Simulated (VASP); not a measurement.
# Al5C3 (Im-3m) in VASP: a series of runs, part 2 of 2

VASP 6.6.1. Earlier steps stand in the parts before.

**3. Relaxation of cell and atoms, PBE**

This run uses another cell than the first one, of 11.96 Å³/atom, 0.996 times its volume.

Input file INCAR:

```
SYSTEM = Al5C3
PREC = Accurate
ENCUT = 600
EDIFF = 1E-6
ISMEAR = 0
SIGMA = 0.1
LREAL = .FALSE.
LASPH = .TRUE.
NELM = 100
ALGO = Normal
ISIF = 3
LWAVE = .FALSE.
LCHARG = .FALSE.
GGA = PE
IBRION = 2
NSW = 100
EDIFFG = -0.01
```

Input file KPOINTS:

```
regular mesh
0
G
  10 10 10
  0 0 0
```

Input file POSCAR:

```
Al5C3
1.0
   -2.8816394319      2.8816394319      2.8816394319
    2.8816394319     -2.8816394319      2.8816394319
    2.8816394319      2.8816394319     -2.8816394319
Al C
5 3
Direct
    0.5000000000      0.5000000000      0.5000000000
    0.0000000000      0.0000000000      0.5000000000
    0.0000000000      0.5000000000      0.0000000000
    0.5000000000      0.0000000000      0.0000000000
    0.0000000000      0.0000000000      0.0000000000
    0.0000000000      0.5000000000      0.5000000000
    0.5000000000      0.0000000000      0.5000000000
    0.5000000000      0.5000000000      0.0000000000
```

Potentials or basis: VASP PAW PBE potentials, release 64 (Al, C).

Run with:

```sh
cat potpaw_PBE.64/Al/POTCAR potpaw_PBE.64/C/POTCAR > POTCAR
mpirun -np 1 vasp_std > vasp.out
```

OUTCAR:

```text
SYSTEM = Al5C3
   PREC = Accurate
   ENCUT = 600
   EDIFF = 1E-6
   ISMEAR = 0
   LREAL = .FALSE.
   LASPH = .TRUE.
   NELM = 100
   ISIF = 3
   GGA = PE
   IBRION = 2
   NSW = 100
   EDIFFG = -0.01

 ion  position               nearest neighbor table
   1  0.500  0.500  0.500-   5 2.50   6 2.50   7 2.50   8 2.50   8 2.50   7 2.50   6 2.50   5 2.50
                             4 2.88   4 2.88   2 2.88   3 2.88   2 2.88   3 2.88
   2  0.000  0.000  0.500-   5 2.50   6 2.50   7 2.50   8 2.50   5 2.50   6 2.50   7 2.50   8 2.50
                             4 2.88   3 2.88   1 2.88   4 2.88   1 2.88   3 2.88
   3  0.000  0.500  0.000-   5 2.50   6 2.50   7 2.50   8 2.50   6 2.50   5 2.50   8 2.50   7 2.50
                             4 2.88   2 2.88   1 2.88   1 2.88   4 2.88   2 2.88
   4  0.500  0.000  0.000-   5 2.50   6 2.50   7 2.50   8 2.50   7 2.50   8 2.50   5 2.50   6 2.50
                             3 2.88   1 2.88   1 2.88   2 2.88   3 2.88   2 2.88
   5  0.000  0.000  0.000-   1 2.50   2 2.50   3 2.50   4 2.50   2 2.50   3 2.50   4 2.50   1 2.50

   6  0.000  0.500  0.500-   1 2.50   2 2.50   3 2.50   4 2.50   3 2.50   2 2.50   1 2.50   4 2.50

   7  0.500  0.000  0.500-   1 2.50   2 2.50   3 2.50   4 2.50   4 2.50   1 2.50   2 2.50   3 2.50

   8  0.500  0.500  0.000-   1 2.50   2 2.50   3 2.50   4 2.50   1 2.50   4 2.50   3 2.50   2 2.50

  LATTYP: Found a body centered cubic cell.
 ALAT       =     5.7632788638

  Lattice vectors:

 A1 = (  -2.8816394319,   2.8816394319,   2.8816394319)
 A2 = (   2.8816394319,  -2.8816394319,   2.8816394319)
 A3 = (   2.8816394319,   2.8816394319,  -2.8816394319)

Analysis of symmetry for initial positions (statically):
=====================================================================
 Subroutine PRICEL returns:
 Original cell was already a primitive cell.

 Routine SETGRP: Setting up the symmetry group for a
 body centered cubic supercell.

 Subroutine GETGRP returns: Found 48 space group operations
 (whereof 48 operations were pure point group operations)
 out of a pool of 48 trial point group operations.

The static configuration has the point symmetry O_h .

Analysis of symmetry for dynamics (positions and initial velocities):
=====================================================================
 Subroutine PRICEL returns:
 Original cell was already a primitive cell.

 Routine SETGRP: Setting up the symmetry group for a
 body centered cubic supercell.

 Subroutine GETGRP returns: Found 48 space group operations
 (whereof 48 operations were pure point group operations)
 out of a pool of 48 trial point group operations.

The dynamic configuration has the point symmetry O_h .

 Subroutine INISYM returns: Found 48 space group operations
 (whereof 48 operations are pure point group operations),
 and found     1 'primitive' translations

----------------------------------------------------------------------------------------

                                     Primitive cell
[... 148 lines left out ...]
  ext. energy  EPLUGINS =         0.00000000
  ---------------------------------------------------
  free energy    TOTEN  =       -35.56969357 eV

  energy without entropy =      -35.55353486  energy(sigma->0) =      -35.56161421

------------------------ aborting loop because EDIFF is reached ----------------------------------------

  FORCE on cell =-STRESS in cart. coord.  units (eV):
  Direction    XX          YY          ZZ          XY          YZ          ZX
  --------------------------------------------------------------------------------------
  -------------------------------------------------------------------------------------
  Total        0.2715189      0.2715189      0.2715189      0.0000000      0.0000000      0.0000000
  in kB        4.5449767      4.5449767      4.5449767      0.0000000      0.0000000      0.0000000
  external PRESSURE =       4.5449767 kB  Pullay stress =       0.0000000 kB

 VOLUME and BASIS-vectors are now :
 -----------------------------------------------------------------------------
  energy-cutoff  :      600.00
  volume of cell :       95.71
      direct lattice vectors                 reciprocal lattice vectors
    -2.881639432  2.881639432  2.881639432     0.000000000  0.173512340  0.173512340
     2.881639432 -2.881639432  2.881639432     0.173512340  0.000000000  0.173512340
     2.881639432  2.881639432 -2.881639432     0.173512340  0.173512340  0.000000000

 POSITION                                       TOTAL-FORCE (eV/Angst)
 -----------------------------------------------------------------------------------
      1.44082      1.44082      1.44082        -0.000000      0.000000      0.000000
      1.44082      1.44082     -1.44082        -0.000000      0.000000      0.000000
      1.44082     -1.44082      1.44082        -0.000000      0.000000      0.000000
     -1.44082      1.44082      1.44082        -0.000000      0.000000     -0.000000
      0.00000      0.00000      0.00000        -0.000000      0.000000     -0.000000
      2.88164      0.00000      0.00000         0.000000     -0.000000     -0.000000
      0.00000      2.88164      0.00000         0.000000     -0.000000     -0.000000
      0.00000      0.00000      2.88164         0.000000     -0.000000     -0.000000
 -----------------------------------------------------------------------------------
    total drift:                               -0.000000     -0.000000      0.000000

  FREE ENERGIE OF THE ION-ELECTRON SYSTEM (eV)
  ---------------------------------------------------
  free  energy   TOTEN  =       -35.5696935690 eV

  energy  without entropy=      -35.5535348608  energy(sigma->0) =      -35.56161421

--------------------------------------- Ionic step        2  -------------------------------------------

 number of electron      26.9999999 magnetization

 Free energy of the ion-electron system (eV)
  ---------------------------------------------------
  ext. energy  EPLUGINS =         0.00000000
  ---------------------------------------------------
  free energy    TOTEN  =       -35.57018483 eV

  energy without entropy =      -35.55388081  energy(sigma->0) =      -35.56203282

 E-fermi :   8.4980     XC(G=0): -11.0226

 val. band max:        8.4787521549   @ k =  -0.2000   0.2000   0.1000
 cond. band min:       8.5225974445   @ k =  -0.4000   0.4000   0.4000
 fundamental gap:      0.0438452896
 Fermi energy:         8.4979608388

 k-point     1 :       0.0000    0.0000    0.0000
  band No.  band energies     occupation
      1      -5.3794      2.00000
      2      -0.7716      2.00000
      3      -0.7716      2.00000
      4       3.0275      2.00000
      5       3.0856      2.00000
      6       3.0856      2.00000
[... 481 lines left out ...]
      5       1.6695      2.00000
      6       2.5384      2.00000
[... 10 lines left out ...]
     17       9.3693      0.00000
     18      10.7079      0.00000

 [... further k-points ...]
[... 5 lines left out ...]
  --------------------------------------------------------------------------------------
  -------------------------------------------------------------------------------------
  Total       -0.0715699     -0.0715699     -0.0715699      0.0000000      0.0000000      0.0000000
  in kB       -1.1921483     -1.1921483     -1.1921483      0.0000000      0.0000000      0.0000000
  external PRESSURE =      -1.1921483 kB  Pullay stress =       0.0000000 kB

 VOLUME and BASIS-vectors are now :
 -----------------------------------------------------------------------------
  energy-cutoff  :      600.00
  volume of cell :       96.19
      direct lattice vectors                 reciprocal lattice vectors
    -2.886357681  2.886357681  2.886357681     0.000000000  0.173228704  0.173228704
     2.886357681 -2.886357681  2.886357681     0.173228704  0.000000000  0.173228704
     2.886357681  2.886357681 -2.886357681     0.173228704  0.173228704  0.000000000

 POSITION                                       TOTAL-FORCE (eV/Angst)
 -----------------------------------------------------------------------------------
      1.44318      1.44318      1.44318        -0.000000      0.000000     -0.000000
      4.32954     -1.44318      1.44318        -0.000000     -0.000000      0.000000
      1.44318     -1.44318      1.44318        -0.000000     -0.000000      0.000000
      4.32954      1.44318      1.44318        -0.000000     -0.000000     -0.000000
      2.88636     -2.88636      2.88636        -0.000000     -0.000000      0.000000
      0.00000      2.88636      2.88636         0.000000     -0.000000     -0.000000
      0.00000      2.88636      0.00000         0.000000     -0.000000      0.000000
      0.00000      0.00000      2.88636        -0.000000      0.000000     -0.000000
 -----------------------------------------------------------------------------------
    total drift:                               -0.000000     -0.000000      0.000000

  FREE ENERGIE OF THE ION-ELECTRON SYSTEM (eV)
  ---------------------------------------------------
  free  energy   TOTEN  =       -35.5701848347 eV

  energy  without entropy=      -35.5538808056  energy(sigma->0) =      -35.56203282

 reached required accuracy - stopping structural energy minimisation
```

Run time: 1.9 min. Hardware: 1 thread of Intel Xeon Platinum 8259CL at 2.50GHz (Skylake/Cascade Lake), shared host; peak memory 0.28 GiB.

What came out:

```
Free energy                            : -35.5702 eV
Relaxed volume                         : 12.02 Å³/atom
Relaxed cell                           : a = 4.999 Å, b = 4.999 Å, c = 4.999 Å, α = 109.47°, β = 109.47°, γ = 109.47°
Space group after relaxing (to 0.05 Å) : Im-3m (No. 229)
Energy gained by relaxing              : 0.1 meV/atom
Ionic steps                            : 2
Pressure after relaxing                : -0.1 GPa
```

The path:
```
step  energy change (eV)  largest force (eV/Å)  pressure (GPa)  volume (Å³)
   1              0.0000                0.0000            0.45        95.71
   2             -0.0005                0.0000           -0.12        96.19
```

Final structure:
```yaml
crystal:
  lattice:
    - [-2.88636, 2.88636, 2.88636]
    - [2.88636, -2.88636, 2.88636]
    - [2.88636, 2.88636, -2.88636]
  atoms:
    - { symbol: Al, position: [0.50000, 0.50000, 0.50000] }
    - { symbol: Al, position: [0.00000, 0.00000, 0.50000] }
    - { symbol: Al, position: [0.00000, 0.50000, 0.00000] }
    - { symbol: Al, position: [0.50000, 0.00000, 0.00000] }
    - { symbol: Al, position: [0.00000, 0.00000, 0.00000] }
    - { symbol: C, position: [0.00000, 0.50000, 0.50000] }
    - { symbol: C, position: [0.50000, 0.00000, 0.50000] }
    - { symbol: C, position: [0.50000, 0.50000, 0.00000] }
```
